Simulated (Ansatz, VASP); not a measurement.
RbAs4 in VASP and in Ansatz

```
Rb As
1.0
     3.76177   -4.89073    0.00000
     3.76177    4.89073    0.00000
     0.00000    0.00000    4.77051
Rb As
1 4
Direct
  0.00000 0.00000 0.00000
  0.62031 0.37969 0.00000
  0.37969 0.62031 0.00000
  0.65481 0.65481 0.50000
  0.34519 0.34519 0.50000
```

Change from the starting cell: ordered vacancies on the cation sites of rutile (Cmmm, No. 65).

Alike in both runs: functional PBE; k mesh 6 × 6 × 8; occupations gaussian, width 0.1 eV; no spin polarisation.

Ansatz relaxed the structure, and its values are those at the end. VASP's run is a single point on that final structure, the one shown.

|  | VASP | Ansatz |
| --- | --- | --- |
| version | VASP 6.6.1 | Ansatz 0.2.0 |
| potentials or method | VASP PAW PBE potentials, release 64 (Rb_sv, As), cutoff 520 eV | scalar-relativistic, plane waves, PAW |
| valence electrons in the cell | 29 | 69 |

```csv
,VASP,Ansatz,Ansatz less VASP
gap on the k mesh at the Fermi level (eV),none,none,-
pressure (GPa),0.2,0.0,-0.14
rms of the force components (eV/Å),0.038,0.002,-0.0357
```

A gap of «none» marks a metal or a gap that the smearing closes. The functional is the same, so the differences come from potentials, cutoffs and numerics. VASP's potentials hold 29 valence electrons a cell and Ansatz's 69, so a difference there can come from the potentials and not from the codes.
